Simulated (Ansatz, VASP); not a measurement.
**Si in VASP and in Ansatz**

```
Si
1.0
     0.00000    2.71679    2.71679
     2.71679    0.00000    2.71679
     2.71679    2.71679    0.00000
Si
2
Direct
  0.25000 0.25000 0.25000
  0.00000 0.00000 0.00000
```

Alike in both runs: functional PBEsol; k mesh 16 × 16 × 16; occupations fermi-dirac, width 0.08 eV; no spin polarisation.

Ansatz relaxed the structure, and its values are those at the end. VASP's run is a single point on that final structure, the one shown.

|  | VASP | Ansatz |
| --- | --- | --- |
| version | VASP 6.6.1 | Ansatz 0.2.0 |
| potentials or method | VASP PAW PBE potentials, release 64 (Si) | PAW with Ansatz's default frozen-core files, scalar-relativistic |
| plane-wave cutoff (eV) | 500 | 420 |
| valence electrons in the cell | 8 | 8 |

Ansatz gave:

| Property | Result |
| --- | --- |
| pressure (GPa) | 0.0 |

Q: What did VASP give for the same quantities?

A: Pressure (GPa): 0.1.

VASP's potentials were made for PBE, not for PBEsol. The functional is the same, so the differences come from potentials, cutoffs and numerics.
